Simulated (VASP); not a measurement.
# Na (Im-3m) in VASP: settings compared

Na is run at these levels: PBE, PBEsol; tasks: single point.

Program: VASP 6.6.1. These are calculated values, not measurements. Logs are shortened: lines on timing, memory, paths and dates and some standing lists are left out, and cuts for length are marked.

## (1) The cell of the first run

The structure is cubic, space group Im-3m (No. 229). Conventional cell: a = 4.190 Å, b = 4.190 Å, c = 4.190 Å, α = 90.00°, β = 90.00°, γ = 90.00°. Within 4.8 Å of Na (site symmetry m-3m) lie 14 Na at 3.63 to 4.19 Å.

## (2) Single point, PBE

Contents of INCAR:

```
PREC = Accurate
ENCUT = 520
EDIFF = 1E-6
ISMEAR = -1
SIGMA = 0.1
LREAL = F
LASPH = T
NELM = 60
ALGO = Normal
ISIF = 2
LWAVE = F
LCHARG = F
GGA = PE
NBANDS = 10
```

Contents of KPOINTS:

```
Automatic mesh
0
Gamma
  14 14 14
```

Contents of POSCAR:

```
Na
1.0
   -2.0949122003      2.0949122003      2.0949122003
    2.0949122003     -2.0949122003      2.0949122003
    2.0949122003      2.0949122003     -2.0949122003
Na
1
Direct
    0.0000000000      0.0000000000      0.0000000000
```

Potentials or basis: VASP PAW PBE potentials, release 64 (Na_pv).

On the command line:

```sh
> cat potpaw_PBE.64/Na_pv/POTCAR > POTCAR
> mpirun -np 1 vasp_std > vasp.out
```

OUTCAR:

```text
PREC = Accurate
   ENCUT = 520
   EDIFF = 1E-6
   ISMEAR = -1
   LREAL = F
   LASPH = T
   NELM = 60
   ISIF = 2
   GGA = PE

 ion  position               nearest neighbor table
   1  0.000  0.000  0.000-

  LATTYP: Found a body centered cubic cell.
 ALAT       =     4.1898244006

  Lattice vectors:

 A1 = (  -2.0949122003,   2.0949122003,   2.0949122003)
 A2 = (   2.0949122003,  -2.0949122003,   2.0949122003)
 A3 = (   2.0949122003,   2.0949122003,  -2.0949122003)

Analysis of symmetry for initial positions (statically):
=====================================================================
 Subroutine PRICEL returns:
 Original cell was already a primitive cell.

 Routine SETGRP: Setting up the symmetry group for a
 body centered cubic supercell.

 Subroutine GETGRP returns: Found 48 space group operations
 (whereof 48 operations were pure point group operations)
 out of a pool of 48 trial point group operations.

The static configuration has the point symmetry O_h .

Analysis of symmetry for dynamics (positions and initial velocities):
=====================================================================
 Subroutine PRICEL returns:
 Original cell was already a primitive cell.

 Routine SETGRP: Setting up the symmetry group for a
 body centered cubic supercell.

 Subroutine GETGRP returns: Found 48 space group operations
 (whereof 48 operations were pure point group operations)
 out of a pool of 48 trial point group operations.

The dynamic configuration has the point symmetry O_h .

 Subroutine INISYM returns: Found 48 space group operations
 (whereof 48 operations are pure point group operations),
 and found     1 'primitive' translations

----------------------------------------------------------------------------------------

                                     Primitive cell

  volume of cell :      36.7754

  direct lattice vectors                    reciprocal lattice vectors
    -2.094912200  2.094912200  2.094912200     0.000000000  0.238673487  0.238673487
     2.094912200 -2.094912200  2.094912200     0.238673487  0.000000000  0.238673487
     2.094912200  2.094912200 -2.094912200     0.238673487  0.238673487  0.000000000

  length of vectors
     3.628494368  3.628494368  3.628494368     0.337535282  0.337535282  0.337535282

  position of ions in fractional coordinates (direct lattice)
     0.000000000  0.000000000  0.000000000

  ion indices of the primitive-cell ions
   primitive index   ion index
                 1           1

----------------------------------------------------------------------------------------

 KPOINTS: Automatic mesh

Automatic generation of k-mesh.
 Grid dimensions read from file:
 generate k-points for:   14   14   14

 Generating k-lattice:

  Cartesian coordinates                     Fractional coordinates (reciprocal lattice)
     0.000000000  0.017048106  0.017048106     0.071428571  0.000000000  0.000000000
     0.017048106  0.000000000  0.017048106     0.000000000  0.071428571  0.000000000
     0.017048106  0.017048106  0.000000000     0.000000000  0.000000000  0.071428571

  Length of vectors
     0.024109663  0.024109663  0.024109663

  Shift w.r.t. Gamma in fractional coordinates (k-lattice)
     0.000000000  0.000000000  0.000000000

 Subroutine IBZKPT returns following result:
 ===========================================

 Found    104 irreducible k-points:

 Following reciprocal coordinates:
            Coordinates               Weight
  0.000000  0.000000  0.000000      1.000000
  0.071429  0.000000  0.000000     12.000000
  0.142857  0.000000  0.000000     12.000000
  0.214286  0.000000  0.000000     12.000000
  0.285714  0.000000  0.000000     12.000000
  0.357143  0.000000  0.000000     12.000000
[... 16 lines left out ...]
  0.285714  0.285714  0.000000     24.000000
  0.357143  0.285714  0.000000     24.000000
 [... further k-points ...]
   k-points           NKPTS =    104   k-points in BZ     NKDIM =    104   number of bands    NBANDS=     10
   number of dos      NEDOS =    301   number of ions     NIONS =      1
   total plane-waves  NPLWV =  21952
   dimension x,y,z NGX =    28 NGY =   28 NGZ =   28
   dimension x,y,z NGXF=    56 NGYF=   56 NGZF=   56
   ions per type =               1
   NGX,Y,Z   is equivalent  to a cutoff of  12.83, 12.83, 12.83 a.u.
   NGXF,Y,Z  is equivalent  to a cutoff of  25.66, 25.66, 25.66 a.u.
 SYSTEM =  unknown system
   PREC   = accura    normal or accurate (medium, high low for compatibility)
   ISTART =      0    job   : 0-new  1-cont  2-samecut
   ICHARG =      2    charge: 1-file 2-atom 10-const
   ISPIN  =      1    spin polarized calculation?
   LNONCOLLINEAR =      F non collinear calculations
   LSORBIT =      F    spin-orbit coupling
   LASPH  =      T    aspherical Exc in radial PAW
   ENCUT  =  520.0 eV  38.22 Ry    6.18 a.u.   6.75  6.75  6.75*2*pi/ulx,y,z
   NELM   =     60;   NELMIN=  2; NELMDL= -5     # of ELM steps
   EDIFF  = 0.1E-05   stopping-criterion for ELM
   LREAL  =      F    real-space projection
   EDIFFG = 0.1E-04   stopping-criterion for IOM
   NSW    =      0    number of steps for IOM
   IBRION =     -1    ionic relax: 0-MD 1-quasi-New 2-CG
   NFREE  =      0    steps in history (QN), initial steepest desc. (CG)
   ISIF   =      2    stress and relaxation
   ISYM   =      2    0-nonsym 1-usesym 2-fastsym
   POTIM  = 0.5000    time-step for ionic-motion
   TEBEG  =    0.0;   TEEND  =   0.0 temperature during run
   PSTRESS=    0.0 pullay stress
   NELECT =       7.0000    total number of electrons
   NUPDOWN=      -1.0000    fix difference up-down
   EMIN   =  10.00;   EMAX   =-10.00  energy-range for DOS
   EFERMI =   0.00;   METHOD = LEGACY
   ISMEAR =    -1;   SIGMA  =   0.10  broadening in eV -4-tet -1-fermi 0-gaus
   EFERMI_NEDOS =   21; number of points for ismear=-14 and -15
   IALGO  =     38    algorithm
   IMIX   =      4    mixing-type and parameters
     AMIX     =   0.40;   BMIX     =  1.00
     AMIX_MAG =   1.60;   BMIX_MAG =  1.00
  volume/ion in A,a.u.               =      36.78       248.17
  Fermi-wavevector in a.u.,A,eV,Ry     =   0.941720  1.779592 12.066138  0.886836
  Thomas-Fermi vector in A             =   2.069258
   LORBIT       =      0    0 simple, 1 ext, 2 COOP (PROOUT), +10 PAW based schemes
   GGA     = PE    functional components
   LHFCALC =     F    Hartree Fock is set to
   AEXX    =    0.0000 exact exchange contribution
   IVDW    =     0    specifies the selected vdW correction
   LEPSILON=     F    determine dielectric tensor
   LRPA    =     F    only Hartree local field effects (RPA)
 non-spin polarized calculation
  energy-cutoff  :      520.00
  volume of cell :       36.78
 maximum number of plane-waves:      1002
   NGX = 13   NGY = 13   NGZ = 13

 number of electron       7.0000002 magnetization

 Free energy of the ion-electron system (eV)
  ---------------------------------------------------
  ext. energy  EPLUGINS =         0.00000000
  ---------------------------------------------------
  free energy    TOTEN  =        -1.31902125 eV

  energy without entropy =       -1.30352210  energy(sigma->0) =       -1.31127168

 E-fermi :   0.3427     XC(G=0):  -6.5232

 val. band max:        0.3008625506   @ k =  -0.3571   0.4286   0.1429
 cond. band min:       0.3820616998   @ k =   0.3571   0.0714   0.0714
 fundamental gap:      0.0811991491
 Fermi energy:         0.3427001675

 k-point     1 :       0.0000    0.0000    0.0000
  band No.  band energies     occupation
      1     -24.5433      2.00000
      2     -24.5433      2.00000
      3     -24.5433      2.00000
      4      -2.9430      2.00000
      5      12.1364      0.00000
      6      12.1365      0.00000
      7      12.1365      0.00000
      8      13.1417      0.00000
      9      13.1417      0.00000
     10      13.7016      0.00000

 k-point     2 :       0.0714    0.0000    0.0000
  band No.  band energies     occupation
      1     -24.5452      2.00000
      2     -24.5439      2.00000
      3     -24.5433      2.00000
      4      -2.8525      2.00000
      5      10.9414      0.00000
      6      11.5549      0.00000
      7      11.7873      0.00000
      8      12.4127      0.00000
      9      12.6196      0.00000
     10      14.0058      0.00000

 k-point     3 :       0.1429    0.0000    0.0000
  band No.  band energies     occupation
      1     -24.5503      2.00000
      2     -24.5457      2.00000
      3     -24.5433      2.00000
      4      -2.5821      2.00000
      5       9.0622      0.00000
      6      10.7007      0.00000
      7      11.1768      0.00000
      8      11.5803      0.00000
      9      12.3249      0.00000
     10      14.1307      0.00000

 k-point     4 :       0.2143    0.0000    0.0000
  band No.  band energies     occupation
      1     -24.5576      2.00000
      2     -24.5481      2.00000
      3     -24.5433      2.00000
      4      -2.1345      2.00000
      5       7.2540      0.00000
      6       9.9534      0.00000
      7      10.6111      0.00000
      8      10.8886      0.00000
      9      11.9005      0.00000
     10      14.4666      0.00000

 k-point     5 :       0.2857    0.0000    0.0000
  band No.  band energies     occupation
      1     -24.5658      2.00000
      2     -24.5509      2.00000
      3     -24.5433      2.00000
      4      -1.5145      2.00000
      5       5.5707      0.00000
      6       9.3608      0.00000
      7      10.1560      0.00000
      8      10.3500      0.00000
      9      11.4532      0.00000
     10      15.0297      0.00000

 k-point     6 :       0.3571    0.0000    0.0000
  band No.  band energies     occupation
      1     -24.5731      2.00000
      2     -24.5534      2.00000
      3     -24.5433      2.00000
      4      -0.7282      1.99996
      5       4.0252      0.00000
      6       8.9341      0.00000
      7       9.8274      0.00000
      8       9.9659      0.00000
      9      11.0835      0.00000
     10      15.6003      0.00000
[... 183 lines left out ...]
 k-point    21 :       0.2857    0.2143   -0.0000
  band No.  band energies     occupation
      1     -24.5736      2.00000
      2     -24.5583      2.00000
      3     -24.5469      2.00000
      4       0.2997      1.21168
      5       3.7858      0.00000
      6       5.1698      0.00000
      7       8.7246      0.00000
      8      11.8931      0.00000
      9      13.3039      0.00000
     10      15.3394      0.00000

 k-point    22 :       0.3571    0.2143    0.0000
  band No.  band energies     occupation
      1     -24.5746      2.00000
      2     -24.5608      2.00000
      3     -24.5471      2.00000
      4       1.2840      0.00016
      5       2.5449      0.00000
      6       4.9612      0.00000
      7       8.5636      0.00000
      8      11.8040      0.00000
      9      14.0273      0.00000
     10      14.8644      0.00000

 k-point    23 :       0.2857    0.2857    0.0000
  band No.  band energies     occupation
      1     -24.5726      2.00000
      2     -24.5628      2.00000
      3     -24.5476      2.00000
      4       1.2139      0.00033
      5       3.2808      0.00000
      6       4.0651      0.00000
      7       8.4800      0.00000
      8      12.4853      0.00000
      9      13.2806      0.00000
     10      15.2260      0.00000

 k-point    24 :       0.3571    0.2857    0.0000
  band No.  band energies     occupation
      1     -24.5712      2.00000
      2     -24.5656      2.00000
      3     -24.5478      2.00000
      4       2.0722      0.00000
      5       2.4871      0.00000
      6       3.7676      0.00000
      7       8.3981      0.00000
      8      12.6562      0.00000
      9      13.5565      0.00000
     10      14.6591      0.00000

 [... further k-points ...]

------------------------ aborting loop because EDIFF is reached ----------------------------------------

  FORCE on cell =-STRESS in cart. coord.  units (eV):
  Direction    XX          YY          ZZ          XY          YZ          ZX
  --------------------------------------------------------------------------------------
  -------------------------------------------------------------------------------------
  Total        0.0066305      0.0066305      0.0066305     -0.0000000      0.0000000     -0.0000000
  in kB        0.2888684      0.2888684      0.2888684     -0.0000000      0.0000000     -0.0000000
  external PRESSURE =       0.2888684 kB  Pullay stress =       0.0000000 kB

 VOLUME and BASIS-vectors are now :
 -----------------------------------------------------------------------------
  energy-cutoff  :      520.00
  volume of cell :       36.78
      direct lattice vectors                 reciprocal lattice vectors
    -2.094912200  2.094912200  2.094912200     0.000000000  0.238673487  0.238673487
     2.094912200 -2.094912200  2.094912200     0.238673487  0.000000000  0.238673487
     2.094912200  2.094912200 -2.094912200     0.238673487  0.238673487  0.000000000

 POSITION                                       TOTAL-FORCE (eV/Angst)
 -----------------------------------------------------------------------------------
      0.00000      0.00000      0.00000         0.000000      0.000000      0.000000
 -----------------------------------------------------------------------------------
    total drift:                                0.000000     -0.000000      0.000000

  FREE ENERGIE OF THE ION-ELECTRON SYSTEM (eV)
  ---------------------------------------------------
  free  energy   TOTEN  =        -1.3190212521 eV

  energy  without entropy=       -1.3035221013  energy(sigma->0) =       -1.31127168
```

It took 26 s on 1 thread of AMD EPYC 7R13 (Zen 3), shared host; peak memory 0.13 GiB.

What came out:

```
Free energy : -1.3190 eV
Pressure    : 0.0 GPa
```

Levels at points of the mesh, in eV from the Fermi level:
```
           k point  band 1  band 2  band 3  band 4  band 5  band 6  band 7
(0.00, 0.00, 0.00)  -24.89  -24.89  -24.89   -3.29   11.79   11.79   11.79
(0.50, 0.00, 0.00)  -24.92  -24.90  -24.89    0.77    1.24    8.25    9.22
(0.50, 0.50, 0.50)  -24.91  -24.91  -24.91    4.54    4.54    4.93    4.93
```

## (3) Single point, PBE (volume scaled by 1.03)

Contents of INCAR:

```
ALGO = Normal ; EDIFF = 1E-7
ENCUT = 520 ; GGA = PE
ISIF = 2 ; ISMEAR = 0
LASPH = T ; LCHARG = F
LREAL = F ; LWAVE = F
NBANDS = 10 ; NELM = 100
PREC = Accurate ; SIGMA = 0.1
```

Contents of KPOINTS:

```
k-points
0
Gamma
  14 14 14
```

Contents of POSCAR:

```
Na
1.0
   -2.1156552543      2.1156552543      2.1156552543
    2.1156552543     -2.1156552543      2.1156552543
    2.1156552543      2.1156552543     -2.1156552543
Na
1
Direct
    0.0000000000      0.0000000000      0.0000000000
```

Potentials or basis: VASP PAW PBE potentials, release 64 (Na_pv).

On the command line:

```sh
> cat potpaw_PBE.64/Na_pv/POTCAR > POTCAR
> mpirun -np 1 vasp_std > vasp.out
```

Run time: 30 s. Hardware: 1 thread of AMD EPYC 7R13 (Zen 3), shared host; peak memory 0.13 GiB.

Results (log left out):

| Property | Result |
| --- | --- |
| Free energy | -1.3117 eV |
| Pressure | -0.2 GPa |

Levels at points of the mesh, in eV from the Fermi level:
```csv
k point,band 1,band 2,band 3,band 4,band 5,band 6,band 7
"(0.00, 0.00, 0.00)",-24.89,-24.89,-24.89,-3.21,11.62,11.62,11.62
"(0.50, 0.00, 0.00)",-24.93,-24.91,-24.89,0.78,1.22,8.14,9.03
"(0.50, 0.50, 0.50)",-24.92,-24.92,-24.92,4.51,4.51,4.85,4.85
```

Caveat: the cell differs from its parent crystal (volume scaled by 1.03).

## (4) Single point, PBE

This run uses another cell than the first one, of 39.26 Å³/atom, 1.067 times its volume.

Contents of INCAR:

```
ALGO = Normal ; EDIFF = 1E-6
ENCUT = 520 ; GGA = PE
ISIF = 2 ; ISMEAR = 0
LASPH = T ; LCHARG = F
LREAL = F ; LWAVE = F
NBANDS = 10 ; NELM = 60
PREC = Accurate ; SIGMA = 0.1
```

KPOINTS is that of step 3.

Contents of POSCAR:

```
Na
1.0
   -2.1410000000      2.1410000000      2.1410000000
    2.1410000000     -2.1410000000      2.1410000000
    2.1410000000      2.1410000000     -2.1410000000
Na
1
Direct
    0.0000000000      0.0000000000      0.0000000000
```

On the command line:

```sh
> cat potpaw_PBE.64/Na_pv/POTCAR > POTCAR
> mpirun -np 1 vasp_std > vasp.out
```

Wall time 30 s (1 thread of AMD EPYC 7R13 (Zen 3), shared host); peak memory 0.14 GiB.

It converged, with:

| Quantity | Value |
| --- | --- |
| Free energy | -1.3091 eV |
| Pressure | -0.4 GPa |

Levels at points of the mesh, in eV from the Fermi level:
```csv
k point,band 1,band 2,band 3,band 4,band 5,band 6,band 7,band 8
"(0.00, 0.00, 0.00)",-24.92,-24.92,-24.92,-3.14,11.39,11.39,11.39,12.36
"(0.50, 0.00, 0.00)",-24.95,-24.93,-24.92,0.77,1.18,8.00,8.80,8.96
"(0.50, 0.50, 0.50)",-24.95,-24.95,-24.95,4.45,4.45,4.73,4.73,4.73
```

## (5) Single point, PBEsol

This run uses another cell than the first one, of 39.26 Å³/atom, 1.067 times its volume.

Contents of INCAR:

```
  PREC = Accurate
  ENCUT = 520
  EDIFF = 1E-6
  ISMEAR = 0
  SIGMA = 0.1
  LREAL = F
  LASPH = T
  NELM = 80
  ALGO = Normal
  ISIF = 2
  LWAVE = F
  LCHARG = F
  GGA = PS
  NBANDS = 10
```

Contents of KPOINTS:

```
regular mesh
0
Gamma
  14 14 14
```

POSCAR is that of step 4.

On the command line:

```sh
> cat potpaw_PBE.64/Na_pv/POTCAR > POTCAR
> mpirun -np 1 vasp_std > vasp.out
```

Run time: 24 s. Hardware: 1 thread of AMD EPYC 7R13 (Zen 3), shared host; peak memory 0.14 GiB.

The run converged. Its results:

```yaml
Free_energy: -1.3952 eV
Pressure: -0.6 GPa
```

Levels at points of the mesh, in eV from the Fermi level:
```csv
k point,band 1,band 2,band 3,band 4,band 5,band 6
"(0.00, 0.00, 0.00)",-24.81,-24.81,-24.81,-3.13,11.39,11.39
"(0.50, 0.00, 0.00)",-24.84,-24.82,-24.81,0.76,1.19,7.99
"(0.50, 0.50, 0.50)",-24.83,-24.83,-24.83,4.45,4.45,4.72
```

Caveat: the PAW data sets were made with another functional, which shifts forces and pressure a little.

## (6) Summary

| level | cell | smearing | gap on the mesh (eV) | pressure (GPa) |
| --- | --- | --- | --- | --- |
| PBE | a = 3.628 Å, angles 109.5°, 1 atom | fermi-dirac 0.1 eV | none | 0.0 |
| PBE | a = 3.664 Å, angles 109.5°, 1 atom | gaussian 0.1 eV | none | -0.2 |
| PBE | a = 3.708 Å, angles 109.5°, 1 atom | gaussian 0.1 eV | none | -0.4 |
| PBEsol | a = 3.708 Å, angles 109.5°, 1 atom | gaussian 0.1 eV | none | -0.6 |

Alike in all rows: task single point; potentials or basis VASP PAW PBE potentials, release 64 (Na_pv); no spin polarisation; k mesh 14 × 14 × 14; cutoff (eV) 520.

Caveats: the PAW data sets were made with another functional, which shifts forces and pressure a little (some runs).

Total energies depend on the potentials used, so only differences within one code and one set of settings carry meaning.
